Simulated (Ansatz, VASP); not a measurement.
HfO2 in VASP and in Ansatz

```
Hf O
1.0
     0.00000    2.55750    2.55750
     2.55750    0.00000    2.55750
     2.55750    2.55750    0.00000
Hf O
1 2
Direct
  0.00000 0.00000 0.00000
  0.25000 0.25000 0.25000
  0.75000 0.75000 0.75000
```

Alike in both runs: task single point; functional PBE0; k mesh 4 × 4 × 4; occupations gaussian, width 0.05 eV; no spin polarisation.

|  | VASP | Ansatz |
| --- | --- | --- |
| version | VASP 6.6.1 | Ansatz 0.2.0 |
| potentials or method | VASP PAW PBE potentials, release 64 (Hf_pv, O), cutoff 520 eV | scalar-relativistic, plane waves, PAW |
| valence electrons in the cell | 22 | 38 |

```csv
,VASP,Ansatz,Ansatz less VASP
gap on the k mesh at the Fermi level (eV),6.04,6.06,+0.024
least direct gap on the mesh (eV),6.04,6.06,+0.024
pressure (GPa),-13.4,-8.7,+4.66
```

One of these differences is far larger than is usual between the two programs; its cause wasn't traced. VASP's potentials hold 22 valence electrons a cell and Ansatz's 38, so a difference there can come from the potentials and not from the codes. Ansatz's warnings: stress exchange threshold loose, stress scf threshold loose.

The k mesh is coarse, so the values compare programs but aren't converged. Neither program's run includes spin-orbit coupling.
